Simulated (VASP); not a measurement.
# Cu (P6_3/mmc) in VASP: a series of runs

Runs on Cu. Level: LDA. Tasks: single point.

All numbers are computed with VASP 6.6.1; they aren't measurements. Logs are shortened: lines on timing, memory, paths and dates and some standing lists are left out, and cuts for length are marked.

## Step 1: The cell of the first run

Symmetry: P6_3/mmc, No. 194, hexagonal system. Conventional cell: a = 2.534 Å, b = 2.534 Å, c = 4.113 Å, α = 90.00°, β = 90.00°, γ = 120.00°. Cu (site symmetry -6m2) has 12 Cu at 2.52 to 2.53 Å within 3.3 Å.

## Step 2: Single point, LDA

File INCAR:

```
SYSTEM = Cu
PREC = Accurate ; ENCUT = 520
EDIFF = 1E-7 ; ISMEAR = 1
SIGMA = 0.1 ; LREAL = .False.
LASPH = .True. ; NELM = 80
ALGO = Normal ; ISIF = 2
LWAVE = .False. ; LCHARG = .False.
NBANDS = 18
```

File KPOINTS:

```
Automatic mesh
0
Gamma
  12 12 7
  0 0 0
```

File POSCAR:

```
Cu
1.0
    2.5340970000      0.0000000000      0.0000000000
   -1.2670485000      2.1945923777      0.0000000000
    0.0000000000      0.0000000000      4.1125710000
Cu
2
Direct
    0.3333330000      0.6666670000      0.2500000000
    0.6666670000      0.3333330000      0.7500000000
```

Potentials or basis: VASP PAW LDA potentials, release 64 (Cu).

Command:

```bash
> cat potpaw_LDA.64/Cu/POTCAR > POTCAR
> mpirun -np 1 vasp_std > vasp.out
```

OUTCAR:

```text
SYSTEM = Cu
   PREC = Accurate
   ENCUT = 520
   EDIFF = 1E-7
   ISMEAR = 1
   LREAL = .False.
   LASPH = .True.
   NELM = 80
   ISIF = 2

 ion  position               nearest neighbor table
   1  0.333  0.667  0.250-   2 2.52   2 2.52   2 2.52   2 2.52   2 2.52   2 2.52
   2  0.667  0.333  0.750-   1 2.52   1 2.52   1 2.52   1 2.52   1 2.52   1 2.52

  LATTYP: Found a hexagonal cell.
 ALAT       =     2.5340970000
 C/A-ratio  =     1.6228940723

  Lattice vectors:

 A1 = (   2.5340970000,   0.0000000000,   0.0000000000)
 A2 = (  -1.2670485000,   2.1945923777,   0.0000000000)
 A3 = (   0.0000000000,   0.0000000000,   4.1125710000)

Analysis of symmetry for initial positions (statically):
=====================================================================
 Subroutine PRICEL returns:
 Original cell was already a primitive cell.

 Routine SETGRP: Setting up the symmetry group for a
 hexagonal supercell.

 Subroutine GETGRP returns: Found 24 space group operations
 (whereof 12 operations were pure point group operations)
 out of a pool of 24 trial point group operations.

The static configuration has the point symmetry D_3d.
 The point group associated with its full space group is D_6h.

Analysis of symmetry for dynamics (positions and initial velocities):
=====================================================================
 Subroutine PRICEL returns:
 Original cell was already a primitive cell.

 Routine SETGRP: Setting up the symmetry group for a
 hexagonal supercell.

 Subroutine GETGRP returns: Found 24 space group operations
 (whereof 12 operations were pure point group operations)
 out of a pool of 24 trial point group operations.

The dynamic configuration has the point symmetry D_3d.
 The point group associated with its full space group is D_6h.

 Subroutine INISYM returns: Found 24 space group operations
 (whereof 12 operations are pure point group operations),
 and found     1 'primitive' translations

----------------------------------------------------------------------------------------

                                     Primitive cell

  volume of cell :      22.8713

  direct lattice vectors                    reciprocal lattice vectors
     2.534097000  0.000000000  0.000000000     0.394617886  0.227832742  0.000000000
    -1.267048500  2.194592378  0.000000000     0.000000000  0.455665485  0.000000000
     0.000000000  0.000000000  4.112571000     0.000000000  0.000000000  0.243156896

  length of vectors
     2.534097000  2.534097000  4.112571000     0.455665485  0.455665485  0.243156896

  position of ions in fractional coordinates (direct lattice)
     0.333333000  0.666667000  0.250000000
     0.666667000  0.333333000  0.750000000

  ion indices of the primitive-cell ions
   primitive index   ion index
                 1           1
                 2           2

----------------------------------------------------------------------------------------

 KPOINTS: Automatic mesh

Automatic generation of k-mesh.
 Grid dimensions read from file:
 generate k-points for:   12   12    7

 Generating k-lattice:

  Cartesian coordinates                     Fractional coordinates (reciprocal lattice)
     0.032884824  0.018986062  0.000000000     0.083333333  0.000000000  0.000000000
     0.000000000  0.037972124  0.000000000     0.000000000  0.083333333  0.000000000
     0.000000000  0.000000000  0.034736699     0.000000000  0.000000000  0.142857143

  Length of vectors
     0.037972124  0.037972124  0.034736699

  Shift w.r.t. Gamma in fractional coordinates (k-lattice)
     0.000000000  0.000000000  0.000000000

 Subroutine IBZKPT returns following result:
 ===========================================

 Found     76 irreducible k-points:

 Following reciprocal coordinates:
            Coordinates               Weight
  0.000000  0.000000  0.000000      1.000000
  0.083333  0.000000  0.000000      6.000000
  0.166667  0.000000  0.000000      6.000000
  0.250000  0.000000  0.000000      6.000000
  0.333333  0.000000  0.000000      6.000000
  0.416667  0.000000  0.000000      6.000000
[... 16 lines left out ...]
  0.250000  0.000000  0.142857     12.000000
  0.333333  0.000000  0.142857     12.000000
 [... further k-points ...]
   k-points           NKPTS =     76   k-points in BZ     NKDIM =     76   number of bands    NBANDS=     18
   number of dos      NEDOS =    301   number of ions     NIONS =      2
   total plane-waves  NPLWV =  12800
   dimension x,y,z NGX =    20 NGY =   20 NGZ =   32
   dimension x,y,z NGXF=    40 NGYF=   40 NGZF=   64
   ions per type =               2
   NGX,Y,Z   is equivalent  to a cutoff of  13.12, 13.12, 12.94 a.u.
   NGXF,Y,Z  is equivalent  to a cutoff of  26.24, 26.24, 25.87 a.u.
 SYSTEM =  Cu
   PREC   = accura    normal or accurate (medium, high low for compatibility)
   ISTART =      0    job   : 0-new  1-cont  2-samecut
   ICHARG =      2    charge: 1-file 2-atom 10-const
   ISPIN  =      1    spin polarized calculation?
   LNONCOLLINEAR =      F non collinear calculations
   LSORBIT =      F    spin-orbit coupling
   LASPH  =      T    aspherical Exc in radial PAW
   ENCUT  =  520.0 eV  38.22 Ry    6.18 a.u.   4.71  4.71  7.65*2*pi/ulx,y,z
   NELM   =     80;   NELMIN=  2; NELMDL= -5     # of ELM steps
   EDIFF  = 0.1E-06   stopping-criterion for ELM
   LREAL  =      F    real-space projection
   EDIFFG = 0.1E-05   stopping-criterion for IOM
   NSW    =      0    number of steps for IOM
   IBRION =     -1    ionic relax: 0-MD 1-quasi-New 2-CG
   NFREE  =      0    steps in history (QN), initial steepest desc. (CG)
   ISIF   =      2    stress and relaxation
   ISYM   =      2    0-nonsym 1-usesym 2-fastsym
   POTIM  = 0.5000    time-step for ionic-motion
   TEBEG  =    0.0;   TEEND  =   0.0 temperature during run
   PSTRESS=    0.0 pullay stress
   NELECT =      22.0000    total number of electrons
   NUPDOWN=      -1.0000    fix difference up-down
   EMIN   =  10.00;   EMAX   =-10.00  energy-range for DOS
   EFERMI =   0.00;   METHOD = LEGACY
   ISMEAR =     1;   SIGMA  =   0.10  broadening in eV -4-tet -1-fermi 0-gaus
   EFERMI_NEDOS =   21; number of points for ismear=-14 and -15
   IALGO  =     38    algorithm
   IMIX   =      4    mixing-type and parameters
     AMIX     =   0.40;   BMIX     =  1.00
     AMIX_MAG =   1.60;   BMIX_MAG =  1.00
  volume/ion in A,a.u.               =      11.44        77.17
  Fermi-wavevector in a.u.,A,eV,Ry     =   1.616040  3.053874 35.532794  2.611587
  Thomas-Fermi vector in A             =   2.710691
   LORBIT       =      0    0 simple, 1 ext, 2 COOP (PROOUT), +10 PAW based schemes
   GGA     = CA    functional components
   LHFCALC =     F    Hartree Fock is set to
   AEXX    =    0.0000 exact exchange contribution
   IVDW    =     0    specifies the selected vdW correction
   LEPSILON=     F    determine dielectric tensor
   LRPA    =     F    only Hartree local field effects (RPA)
 non-spin polarized calculation
 Methfessel and Paxton  Order N= 1 SIGMA  =   0.10
  energy-cutoff  :      520.00
  volume of cell :       22.87
 maximum number of plane-waves:       634
 NGX is ok and might be reduce to    20
   NGX =  9   NGY =  9   NGZ = 15

 number of electron      21.9999979 magnetization

 Free energy of the ion-electron system (eV)
  ---------------------------------------------------
  ext. energy  EPLUGINS =         0.00000000
  ---------------------------------------------------
  free energy    TOTEN  =        -9.35837506 eV

  energy without entropy =       -9.35823009  energy(sigma->0) =       -9.35832674

 E-fermi :   7.6955     XC(G=0): -13.2913

 val. band max:        7.6905278379   @ k =   0.0833   0.0833   0.1429
 cond. band min:       7.7158954035   @ k =   0.2500   0.2500   0.2857
 fundamental gap:      0.0253675657
 Fermi energy:         7.6955071345

 k-point     1 :       0.0000    0.0000    0.0000
  band No.  band energies     occupation
      1      -1.8475      2.00000
      2       2.4588      2.00000
      3       4.5968      2.00000
      4       4.6457      2.00000
      5       4.6457      2.00000
      6       4.8698      2.00000
[... 10 lines left out ...]
     17      31.4751      0.00000
     18      31.4752      0.00000

 k-point     2 :       0.0833    0.0000    0.0000
  band No.  band energies     occupation
      1      -1.6190      2.00000
      2       2.5896      2.00000
      3       4.4605      2.00000
      4       4.7309      2.00000
      5       4.7567      2.00000
      6       4.8337      2.00000
[... 10 lines left out ...]
     17      32.5317      0.00000
     18      32.6564      0.00000

 k-point     3 :       0.1667    0.0000    0.0000
  band No.  band energies     occupation
      1      -0.9496      2.00000
      2       2.9198      2.00000
      3       4.2625      2.00000
      4       4.4620      2.00000
      5       4.6983      2.00000
      6       4.9662      2.00000
[... 10 lines left out ...]
     17      29.8054      0.00000
     18      31.5105      0.00000

 k-point     4 :       0.2500    0.0000    0.0000
  band No.  band energies     occupation
      1       0.0980      2.00000
      2       3.2205      2.00000
      3       3.9096      2.00000
      4       4.1265      2.00000
      5       4.6142      2.00000
      6       4.8118      2.00000
[... 375 lines left out ...]
      4       4.2898      2.00000
      5       4.6442      2.00000
      6       4.8474      2.00000
[... 10 lines left out ...]
     17      28.8265      0.00000
     18      30.6232      0.00000

 k-point    23 :       0.2500    0.0000    0.1429
  band No.  band energies     occupation
      1       0.2628      2.00000
      2       3.2147      2.00000
      3       3.8092      2.00000
      4       4.1564      2.00000
      5       4.5336      2.00000
      6       4.8315      2.00000
[... 10 lines left out ...]
     17      27.4519      0.00000
     18      29.4567      0.00000

 k-point    24 :       0.3333    0.0000    0.1429
  band No.  band energies     occupation
      1       1.4645      2.00000
      2       3.2257      2.00000
      3       3.5144      2.00000
      4       4.1086      2.00000
      5       4.6469      2.00000
      6       4.7217      2.00000
[... 10 lines left out ...]
     17      25.4773      0.00000
     18      27.7109      0.00000

 [... further k-points ...]
[... 5 lines left out ...]
  --------------------------------------------------------------------------------------
  -------------------------------------------------------------------------------------
  Total       -1.0013813     -1.0013813     -1.0102625      0.0000000      0.0000000      0.0000000
  in kB      -70.1486898    -70.1486898    -70.7708347      0.0000000      0.0000000      0.0000000
  external PRESSURE =     -70.3560715 kB  Pullay stress =       0.0000000 kB

 VOLUME and BASIS-vectors are now :
 -----------------------------------------------------------------------------
  energy-cutoff  :      520.00
  volume of cell :       22.87
      direct lattice vectors                 reciprocal lattice vectors
     2.534097000  0.000000000  0.000000000     0.394617886  0.227832742  0.000000000
    -1.267048500  2.194592378  0.000000000     0.000000000  0.455665485  0.000000000
     0.000000000  0.000000000  4.112571000     0.000000000  0.000000000  0.243156896

 POSITION                                       TOTAL-FORCE (eV/Angst)
 -----------------------------------------------------------------------------------
     -0.00000      1.46306      1.02814        -0.000000     -0.000000      0.000000
      1.26705      0.73153      3.08443         0.000000      0.000000      0.000000
 -----------------------------------------------------------------------------------
    total drift:                               -0.000139      0.000080     -0.000049

  FREE ENERGIE OF THE ION-ELECTRON SYSTEM (eV)
  ---------------------------------------------------
  free  energy   TOTEN  =        -9.3583750599 eV

  energy  without entropy=       -9.3582300863  energy(sigma->0) =       -9.35832674
```

It took 33 s on 1 thread of Intel Xeon 8259CL, shared host; peak memory 0.14 GiB.

What came out:

- Free energy: -9.3584 eV
- Pressure: -7.0 GPa
- Band gap on the k mesh: zero (band 11 reaches 11.78 eV, above the bottom of band 12 at 5.79 eV)

## Step 3: Single point, LDA

File INCAR:

```
PREC     = Accurate       # precision mode
ENCUT    = 520            # plane-wave cutoff, eV
EDIFF    = 1E-7           # SCF threshold, eV
ISMEAR   = 1              # smearing method
SIGMA    = 0.1            # smearing width, eV
LREAL    = False          # projectors in reciprocal space
LASPH    = True           # aspherical terms in the spheres
NELM     = 100            # most SCF steps
ALGO     = Normal         # electronic algorithm
ISIF     = 2              # what is computed and relaxed
LWAVE    = False          # write WAVECAR
LCHARG   = False          # write CHGCAR
GGA      = CA             # functional
NBANDS   = 18             # bands
```

File KPOINTS:

```
regular mesh
0
Gamma
  12 12 7
```

POSCAR is that of step 2.

Potentials or basis: VASP PAW LDA potentials, release 64 (Cu).

Command:

```bash
> cat potpaw_LDA.64/Cu/POTCAR > POTCAR
> mpirun -np 1 vasp_std > vasp.out
```

Run time: 42 s. Hardware: 1 thread of Intel Xeon 8259CL, shared host; peak memory 0.14 GiB.

It converged, with:

```yaml
Free_energy: -9.3584 eV
Pressure: -7.0 GPa
Band_gap_on_the_k_mesh: zero (band 11 reaches 11.78 eV, above the bottom of band 12 at 5.79 eV)
```

Levels at points of the mesh, in eV from the Fermi level:
| k point | band 9 | band 10 | band 11 | band 12 | band 13 | band 14 |
| --- | --- | --- | --- | --- | --- | --- |
| (0.00, 0.00, 0.00) | -2.55 | -1.74 | -1.74 | -0.96 | 4.03 | 21.69 |
| (0.50, 0.00, 0.00) | -1.59 | -1.54 | 0.04 | 1.63 | 7.96 | 8.36 |
